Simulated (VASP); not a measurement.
# MoPb3 (Pm-3m) in VASP: a series of runs

MoPb3 is run at these levels: PBE; tasks: single point, relaxation of cell and atoms.

All numbers are computed with VASP 6.6.1; they aren't measurements. Logs are shortened: lines on timing, memory, paths and dates and some standing lists are left out, and cuts for length are marked.

## Step 1: The cell of the first run

The structure is cubic, space group Pm-3m (No. 221). Conventional cell: a = 4.682 Å, b = 4.682 Å, c = 4.682 Å, α = 90.00°, β = 90.00°, γ = 90.00°. Mo (site symmetry m-3m) has 12 Pb at 3.31 Å within 4.4 Å. Pb (site symmetry 4/mmm) has 4 Mo at 3.31 Å and 8 Pb at 3.31 Å within 4.4 Å.

## Step 2: Single point, PBE

File INCAR:

```
ALGO = Fast ; EDIFF = 1E-6
ENCUT = 520 ; GGA = PE
ISIF = 2 ; ISMEAR = 0
LASPH = T ; LCHARG = T
LELF = T ; LREAL = F
LVHAR = T ; LWAVE = F
NBANDS = 36 ; NELM = 100
PREC = Accurate ; SIGMA = 0.1
```

File KPOINTS:

```
k-points
0
Gamma
  10 10 10
```

File POSCAR:

```
MoPb3
1.0
    4.6821127005      0.0000000000      0.0000000000
    0.0000000000      4.6821127005      0.0000000000
    0.0000000000      0.0000000000      4.6821127005
Mo Pb
1 3
Direct
    0.0000000000      0.0000000000      0.0000000000
    0.0000000000      0.5000000000      0.5000000000
    0.5000000000      0.0000000000      0.5000000000
    0.5000000000      0.5000000000      0.0000000000
```

Potentials or basis: VASP PAW PBE potentials, release 64 (Mo_sv, Pb_d).

Started as:

```console
$ cat potpaw_PBE.64/Mo_sv/POTCAR potpaw_PBE.64/Pb_d/POTCAR > POTCAR
$ mpirun -np 1 vasp_std > vasp.out
```

OUTCAR:

```text
EDIFF = 1E-6
   ENCUT = 520
   GGA = PE
   ISIF = 2
   ISMEAR = 0
   LASPH = T
   LREAL = F
   NELM = 100
   PREC = Accurate

 ion  position               nearest neighbor table
   1  0.000  0.000  0.000-   2 3.31   3 3.31   4 3.31   2 3.31   3 3.31   2 3.31   4 3.31   2 3.31
                             3 3.31   4 3.31   3 3.31   4 3.31
   2  0.000  0.500  0.500-   1 3.31   3 3.31   4 3.31   1 3.31   4 3.31   1 3.31   3 3.31   1 3.31
                             3 3.31   4 3.31   4 3.31   3 3.31
   3  0.500  0.000  0.500-   1 3.31   2 3.31   4 3.31   1 3.31   4 3.31   2 3.31   4 3.31   4 3.31
                             1 3.31   2 3.31   1 3.31   2 3.31
   4  0.500  0.500  0.000-   1 3.31   2 3.31   3 3.31   2 3.31   3 3.31   1 3.31   3 3.31   3 3.31
                             1 3.31   2 3.31   2 3.31   1 3.31

  LATTYP: Found a simple cubic cell.
 ALAT       =     4.6821127005

  Lattice vectors:

 A1 = (   4.6821127005,   0.0000000000,   0.0000000000)
 A2 = (   0.0000000000,   4.6821127005,   0.0000000000)
 A3 = (   0.0000000000,   0.0000000000,   4.6821127005)

Analysis of symmetry for initial positions (statically):
=====================================================================
 Subroutine PRICEL returns:
 Original cell was already a primitive cell.

 Routine SETGRP: Setting up the symmetry group for a
 simple cubic supercell.

 Subroutine GETGRP returns: Found 48 space group operations
 (whereof 48 operations were pure point group operations)
 out of a pool of 48 trial point group operations.

The static configuration has the point symmetry O_h .

Analysis of symmetry for dynamics (positions and initial velocities):
=====================================================================
 Subroutine PRICEL returns:
 Original cell was already a primitive cell.

 Routine SETGRP: Setting up the symmetry group for a
 simple cubic supercell.

 Subroutine GETGRP returns: Found 48 space group operations
 (whereof 48 operations were pure point group operations)
 out of a pool of 48 trial point group operations.

The dynamic configuration has the point symmetry O_h .

 Subroutine INISYM returns: Found 48 space group operations
 (whereof 48 operations are pure point group operations),
 and found     1 'primitive' translations

----------------------------------------------------------------------------------------

                                     Primitive cell

  volume of cell :     102.6421

  direct lattice vectors                    reciprocal lattice vectors
     4.682112701  0.000000000  0.000000000     0.213578797  0.000000000  0.000000000
     0.000000000  4.682112701  0.000000000     0.000000000  0.213578797  0.000000000
     0.000000000  0.000000000  4.682112701     0.000000000  0.000000000  0.213578797

  length of vectors
     4.682112701  4.682112701  4.682112701     0.213578797  0.213578797  0.213578797

  position of ions in fractional coordinates (direct lattice)
     0.000000000  0.000000000  0.000000000
     0.000000000  0.500000000  0.500000000
     0.500000000  0.000000000  0.500000000
     0.500000000  0.500000000  0.000000000

  ion indices of the primitive-cell ions
   primitive index   ion index
                 1           1
                 2           2
                 3           3
                 4           4

----------------------------------------------------------------------------------------

 KPOINTS: k-points

Automatic generation of k-mesh.
 Grid dimensions read from file:
 generate k-points for:   10   10   10

 Generating k-lattice:

  Cartesian coordinates                     Fractional coordinates (reciprocal lattice)
     0.021357880  0.000000000  0.000000000     0.100000000  0.000000000  0.000000000
     0.000000000  0.021357880  0.000000000     0.000000000  0.100000000  0.000000000
     0.000000000  0.000000000  0.021357880     0.000000000  0.000000000  0.100000000

  Length of vectors
     0.021357880  0.021357880  0.021357880

  Shift w.r.t. Gamma in fractional coordinates (k-lattice)
     0.000000000  0.000000000  0.000000000

 Subroutine IBZKPT returns following result:
 ===========================================

 Found     56 irreducible k-points:

 Following reciprocal coordinates:
            Coordinates               Weight
  0.000000  0.000000  0.000000      1.000000
  0.100000  0.000000  0.000000      6.000000
  0.200000  0.000000  0.000000      6.000000
  0.300000  0.000000  0.000000      6.000000
  0.400000  0.000000  0.000000      6.000000
  0.500000  0.000000  0.000000      3.000000
[... 16 lines left out ...]
  0.200000  0.100000  0.100000     24.000000
  0.300000  0.100000  0.100000     24.000000
 [... further k-points ...]
   k-points           NKPTS =     56   k-points in BZ     NKDIM =     56   number of bands    NBANDS=     36
   number of dos      NEDOS =    301   number of ions     NIONS =      4
   total plane-waves  NPLWV =  46656
   dimension x,y,z NGX =    36 NGY =   36 NGZ =   36
   dimension x,y,z NGXF=    72 NGYF=   72 NGZF=   72
   ions per type =               1   3
   NGX,Y,Z   is equivalent  to a cutoff of  12.78, 12.78, 12.78 a.u.
   NGXF,Y,Z  is equivalent  to a cutoff of  25.56, 25.56, 25.56 a.u.
 SYSTEM =  unknown system
   PREC   = accura    normal or accurate (medium, high low for compatibility)
   ISTART =      0    job   : 0-new  1-cont  2-samecut
   ICHARG =      2    charge: 1-file 2-atom 10-const
   ISPIN  =      1    spin polarized calculation?
   LNONCOLLINEAR =      F non collinear calculations
   LSORBIT =      F    spin-orbit coupling
   LASPH  =      T    aspherical Exc in radial PAW
   ENCUT  =  520.0 eV  38.22 Ry    6.18 a.u.   8.71  8.71  8.71*2*pi/ulx,y,z
   NELM   =    100;   NELMIN=  2; NELMDL= -5     # of ELM steps
   EDIFF  = 0.1E-05   stopping-criterion for ELM
   LREAL  =      F    real-space projection
   EDIFFG = 0.1E-04   stopping-criterion for IOM
   NSW    =      0    number of steps for IOM
   IBRION =     -1    ionic relax: 0-MD 1-quasi-New 2-CG
   NFREE  =      0    steps in history (QN), initial steepest desc. (CG)
   ISIF   =      2    stress and relaxation
   ISYM   =      2    0-nonsym 1-usesym 2-fastsym
   POTIM  = 0.5000    time-step for ionic-motion
   TEBEG  =    0.0;   TEEND  =   0.0 temperature during run
   PSTRESS=    0.0 pullay stress
   NELECT =      56.0000    total number of electrons
   NUPDOWN=      -1.0000    fix difference up-down
   EMIN   =  10.00;   EMAX   =-10.00  energy-range for DOS
   EFERMI =   0.00;   METHOD = LEGACY
   ISMEAR =     0;   SIGMA  =   0.10  broadening in eV -4-tet -1-fermi 0-gaus
   EFERMI_NEDOS =   21; number of points for ismear=-14 and -15
   IALGO  =     68    algorithm
   IMIX   =      4    mixing-type and parameters
     AMIX     =   0.40;   BMIX     =  1.00
     AMIX_MAG =   1.60;   BMIX_MAG =  1.00
  volume/ion in A,a.u.               =      25.66       173.17
  Fermi-wavevector in a.u.,A,eV,Ry     =   1.337711  2.527907 24.347229  1.789471
  Thomas-Fermi vector in A             =   2.466238
   LORBIT       =      0    0 simple, 1 ext, 2 COOP (PROOUT), +10 PAW based schemes
   GGA     = PE    functional components
   LHFCALC =     F    Hartree Fock is set to
   AEXX    =    0.0000 exact exchange contribution
   IVDW    =     0    specifies the selected vdW correction
   LEPSILON=     F    determine dielectric tensor
   LRPA    =     F    only Hartree local field effects (RPA)
 non-spin polarized calculation
 RMM-DIIS sequential band-by-band and
 Gauss-broadening in eV      SIGMA  =   0.10
  energy-cutoff  :      520.00
  volume of cell :      102.64
 maximum number of plane-waves:      2800
 NGX is ok and might be reduce to    36
   NGX = 17   NGY = 17   NGZ = 17

 number of electron      55.9999976 magnetization

 Free energy of the ion-electron system (eV)
  ---------------------------------------------------
  ext. energy  EPLUGINS =         0.00000000
  ---------------------------------------------------
  free energy    TOTEN  =       -18.00627335 eV

  energy without entropy =      -17.96083904  energy(sigma->0) =      -17.98355620

 E-fermi :   8.4501     XC(G=0): -10.9358

 val. band max:        8.4436682361   @ k =   0.2000   0.2000   0.1000
 cond. band min:       8.4525862600   @ k =   0.5000   0.3000   0.2000
 fundamental gap:      0.0089180239
 Fermi energy:         8.4501199889

 k-point     1 :       0.0000    0.0000    0.0000
  band No.  band energies     occupation
      1     -52.3551      2.00000
      2     -26.4437      2.00000
      3     -26.4437      2.00000
      4     -26.4437      2.00000
      5      -8.7799      2.00000
      6      -8.7779      2.00000
[... 28 lines left out ...]
     35      13.1548      0.00000
     36      13.1548      0.00000

 k-point     2 :       0.1000    0.0000    0.0000
  band No.  band energies     occupation
      1     -52.3551      2.00000
      2     -26.4440      2.00000
      3     -26.4437      2.00000
      4     -26.4437      2.00000
      5      -8.7756      2.00000
      6      -8.7691      2.00000
[... 28 lines left out ...]
     35      12.6964      0.00000
     36      12.9990      0.00000

 k-point     3 :       0.2000    0.0000    0.0000
  band No.  band energies     occupation
      1     -52.3551      2.00000
      2     -26.4447      2.00000
      3     -26.4437      2.00000
      4     -26.4437      2.00000
      5      -8.7695      2.00000
      6      -8.7386      2.00000
[... 28 lines left out ...]
     35      11.7882      0.00000
     36      12.8902      0.00000
[... 742 lines left out ...]
 k-point    23 :       0.2000    0.1000    0.1000
  band No.  band energies     occupation
      1     -52.3550      2.00000
      2     -26.4447      2.00000
      3     -26.4440      2.00000
      4     -26.4439      2.00000
      5      -8.7530      2.00000
      6      -8.7271      2.00000
[... 28 lines left out ...]
     35      12.0139      0.00000
     36      12.8714      0.00000

 k-point    24 :       0.3000    0.1000    0.1000
  band No.  band energies     occupation
      1     -52.3550      2.00000
      2     -26.4455      2.00000
      3     -26.4440      2.00000
      4     -26.4439      2.00000
      5      -8.7409      2.00000
      6      -8.6895      2.00000
[... 28 lines left out ...]
     35      12.2062      0.00000
     36      12.9613      0.00000

 [... further k-points ...]

------------------------ aborting loop because EDIFF is reached ----------------------------------------

  FORCE on cell =-STRESS in cart. coord.  units (eV):
  Direction    XX          YY          ZZ          XY          YZ          ZX
  --------------------------------------------------------------------------------------
  -------------------------------------------------------------------------------------
  Total       -0.0373894     -0.0373894     -0.0373894      0.0000000      0.0000000     -0.0000000
  in kB       -0.5836244     -0.5836244     -0.5836244      0.0000000      0.0000000     -0.0000000
  external PRESSURE =      -0.5836244 kB  Pullay stress =       0.0000000 kB

 VOLUME and BASIS-vectors are now :
 -----------------------------------------------------------------------------
  energy-cutoff  :      520.00
  volume of cell :      102.64
      direct lattice vectors                 reciprocal lattice vectors
     4.682112701  0.000000000  0.000000000     0.213578797  0.000000000  0.000000000
     0.000000000  4.682112701  0.000000000     0.000000000  0.213578797  0.000000000
     0.000000000  0.000000000  4.682112701     0.000000000  0.000000000  0.213578797

 POSITION                                       TOTAL-FORCE (eV/Angst)
 -----------------------------------------------------------------------------------
      0.00000      0.00000      0.00000         0.000000      0.000000      0.000000
      0.00000      2.34106      2.34106         0.000000      0.000000      0.000000
      2.34106      0.00000      2.34106         0.000000      0.000000      0.000000
      2.34106      2.34106      0.00000         0.000000      0.000000      0.000000
 -----------------------------------------------------------------------------------
    total drift:                                0.000000      0.000000      0.000000

  FREE ENERGIE OF THE ION-ELECTRON SYSTEM (eV)
  ---------------------------------------------------
  free  energy   TOTEN  =       -18.0062733475 eV

  energy  without entropy=      -17.9608390448  energy(sigma->0) =      -17.98355620
```

Wall time 1.7 min (1 thread of AMD EPYC 9R45 (Zen 5), shared host); peak memory 0.29 GiB.

What came out:

```yaml
Free_energy: -18.0063 eV
Pressure: -0.1 GPa
Band_gap_on_the_k_mesh: zero (bands 28 and 29 overlap by 0.45 eV)
```

Caveat: spin-orbit coupling is left out, which moves the levels of the heavy elements.

## Step 3: Relaxation of cell and atoms, PBE

This run uses another cell than the first one, of 26.21 Å³/atom.

File INCAR:

```
SYSTEM = MoPb3
ALGO = Fast
EDIFF = 1E-6
EDIFFG = -0.01
ENCUT = 600
GGA = PE
IBRION = 2
ISIF = 3
ISMEAR = 0
LASPH = .True.
LCHARG = .False.
LREAL = .False.
LWAVE = .False.
NELM = 100
NSW = 100
PREC = Accurate
SIGMA = 0.1
```

File KPOINTS:

```
k-points
0
Gamma
  10 10 10
  0 0 0
```

File POSCAR:

```
MoPb3
1.0
    4.7153250496      0.0000000000      0.0000000000
    0.0000000000      4.7153250496      0.0000000000
    0.0000000000      0.0000000000      4.7153250496
Mo Pb
1 3
Direct
    0.0000000000      0.0000000000      0.0000000000
    0.0000000000      0.5000000000      0.5000000000
    0.5000000000      0.0000000000      0.5000000000
    0.5000000000      0.5000000000      0.0000000000
```

Potentials or basis: VASP PAW PBE potentials, release 64 (Mo_sv, Pb_d).

Started as:

```console
$ cat potpaw_PBE.64/Mo_sv/POTCAR potpaw_PBE.64/Pb_d/POTCAR > POTCAR
$ mpirun -np 1 vasp_std > vasp.out
```

It took 5 min on 1 thread of AMD EPYC 9R45 (Zen 5), shared host; peak memory 0.36 GiB.

It converged, with:

```
Free energy                           : -18.0065 eV
Relaxed volume                        : 25.66 Å³/atom
Relaxed cell                          : a = 4.682 Å, b = 4.682 Å, c = 4.682 Å, α = 90.00°, β = 90.00°, γ = 90.00°
Space group after relaxing (to 0.1 Å) : Pm-3m (No. 221)
Energy gained by relaxing             : 2.2 meV/atom
Ionic steps                           : 3
Pressure after relaxing               : 0.0 GPa
Band gap on the k mesh                : zero (bands 28 and 29 overlap by 0.45 eV)
```

Step by step:
| step | energy change (eV) | largest force (eV/Å) | pressure (GPa) | volume (Å³) |
| --- | --- | --- | --- | --- |
| 1 | 0.0000 | 0.0000 | -1.24 | 104.84 |
| 2 | -0.0073 | 0.0000 | 0.53 | 101.80 |
| 3 | -0.0087 | 0.0000 | 0.00 | 102.65 |

Final structure:
```yaml
crystal:
  lattice:
    - [4.68218, 0.00000, 0.00000]
    - [0.00000, 4.68218, 0.00000]
    - [0.00000, 0.00000, 4.68218]
  atoms:
    - { symbol: Mo, position: [0.00000, 0.00000, 0.00000] }
    - { symbol: Pb, position: [0.00000, 0.50000, 0.50000] }
    - { symbol: Pb, position: [0.50000, 0.00000, 0.50000] }
    - { symbol: Pb, position: [0.50000, 0.50000, 0.00000] }
```

Levels at points of the mesh, in eV from the Fermi level:
| k point | band 24 | band 25 | band 26 | band 27 | band 28 | band 29 | band 30 | band 31 | band 32 | band 33 |
| --- | --- | --- | --- | --- | --- | --- | --- | --- | --- | --- |
| (0.00, 0.00, 0.00) | -2.88 | -2.88 | -0.26 | -0.26 | -0.26 | 0.06 | 0.06 | 1.19 | 2.71 | 2.71 |
| (0.50, 0.00, 0.00) | -2.58 | -1.98 | -0.88 | -0.26 | 0.19 | 0.19 | 0.31 | 1.20 | 1.32 | 1.32 |
| (0.50, 0.50, 0.00) | -1.70 | -1.70 | -0.90 | -0.11 | -0.02 | 0.52 | 0.67 | 0.67 | 0.68 | 3.56 |
| (0.50, 0.50, 0.50) | -3.56 | -3.56 | -3.56 | 0.11 | 0.11 | 0.27 | 0.54 | 0.54 | 0.54 | 6.79 |

Caveat: spin-orbit coupling is left out, which moves the levels of the heavy elements.
